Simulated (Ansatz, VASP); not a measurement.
# Cu: VASP beside Ansatz

Contents of INCAR:

```
ALGO = Normal ; EDIFF = 1E-6
ENCUT = 520 ; GGA = CA
ISIF = 2 ; ISMEAR = 0
LASPH = T ; LCHARG = T
LELF = T ; LREAL = F
LVHAR = T ; LWAVE = F
NBANDS = 12 ; NELM = 100
PREC = Accurate ; SIGMA = 0.15
```

Contents of KPOINTS:

```
k-points
0
Gamma
  24 24 24
```

File POSCAR:

```
Cu
1.0
   -1.4710745637      1.4710745637      1.2626232981
    1.4710745637     -1.4710745637      1.2626232981
    1.4710745637      1.4710745637     -1.2626232981
Cu
1
Direct
    0.0000000000      0.0000000000      0.0000000000
```

Input for Ansatz:

```yaml
crystal:
  lattice:
    - [-1.4710745637, 1.4710745637, 1.2626232981]
    - [1.4710745637, -1.4710745637, 1.2626232981]
    - [1.4710745637, 1.4710745637, -1.2626232981]
  atoms:
    - { symbol: Cu, position: [0.0, 0.0, 0.0] }
basis:
  ecutwfc: 520.0
kpoints:
  mp_grid: { grid: [24, 24, 24] }
hamiltonian:
  xc: lda
  pseudopotentials: { kind: paw, azcp: { folder: soft_1 } }
scf:
  occupations: { method: gaussian, width: 0.15 }
output:
  forces: true
  stress: true
  eigenvalues: true
```

Alike in both runs: task single point; functional LDA; k mesh 24 × 24 × 24; occupations gaussian, width 0.15 eV; no spin polarisation.

|  | VASP | Ansatz |
| --- | --- | --- |
| version | VASP 6.6.1 | Ansatz 0.2.0 |
| potentials or method | VASP PAW LDA potentials, release 64 (Cu), cutoff 520 eV | scalar-relativistic, plane waves, PAW |
| valence electrons in the cell | 11 | 19 |

Ansatz gave:

* gap on the k mesh at the Fermi level (eV): none
* pressure (GPa): 0.7
* traceless stress, the component that is largest in VASP (GPa): 3.01

Which values does VASP return?

gap on the k mesh at the Fermi level (eV): none; pressure (GPa): 1.7; traceless stress, the component that is largest in VASP (GPa): 3.06.

Ansatz warns that its potentials were made for another functional, while VASP's fit it. LDA's correlation is that of Perdew and Zunger in VASP and of Perdew and Wang (1992) in Ansatz. A gap of «none» marks a metal or a gap that the smearing closes. VASP's potentials hold 11 valence electrons a cell and Ansatz's 19, so a difference there can come from the potentials and not from the codes.
